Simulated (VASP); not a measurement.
Here is a VASP 6.6.1 calculation.

POSCAR

```
BeTe
1.0
    0.0000000000      2.8319820960      2.8319820960
    2.8319820960      0.0000000000      2.8319820960
    2.8319820960      2.8319820960      0.0000000000
Be Te
1 1
Direct
    0.0000000000      0.0000000000      0.0000000000
    0.2500000000      0.2500000000      0.2500000000
```

The input INCAR.step1:

```
SYSTEM = BeTe
ALGO = Normal ; EDIFF = 1E-4
ENCUT = 600 ; GGA = PE
ISMEAR = -1 ; LASPH = .TRUE.
LCHARG = .FALSE. ; LREAL = .FALSE.
LWAVE = .TRUE. ; NELM = 60
PREC = Accurate ; SIGMA = 0.02
```

INCAR.step2

```
SYSTEM = BeTe
ALGO = Normal ; EDIFF = 1E-6
EDIFFG = -0.005 ; ENCUT = 600
IBRION = 2 ; ISIF = 3
ISMEAR = -1 ; ISTART = 1
LASPH = .TRUE. ; LCHARG = .FALSE.
LMIXTAU = .TRUE. ; LREAL = .FALSE.
LWAVE = .FALSE. ; METAGGA = R2SCAN
NELM = 60 ; NSW = 80
PREC = Accurate ; SIGMA = 0.02
```

File KPOINTS:

```
k-points
0
G
  8 8 8
  0 0 0
```

Potentials or basis: VASP PAW PBE potentials, release 64 (Be, Te).

Launch:

```sh
$ cat potpaw_PBE.64/Be/POTCAR potpaw_PBE.64/Te/POTCAR > POTCAR
$ cp INCAR.step1 INCAR
$ mpirun -np 1 vasp_std > vasp.out
$ cp INCAR.step2 INCAR
$ mpirun -np 1 vasp_std > vasp.out
```

(1) Estimate the relaxed volume.

(2) What does it give for the band gap on the k mesh?

(3) Estimate the relaxed cell.

(4) What does it give for the space group after relaxing (to 0.1 Å)?

Results:

(1) 22.69 Å³/atom.

(2) 2.37 eV (least direct gap 4.03 eV).

(3) a = 4.004 Å, b = 4.004 Å, c = 4.004 Å, α = 60.00°, β = 60.00°, γ = 60.00°.

(4) F-43m (No. 216).

Caveat: the PAW data sets were made with another functional, which shifts forces and pressure a little; spin-orbit coupling is left out, which moves the levels of the heavy elements.
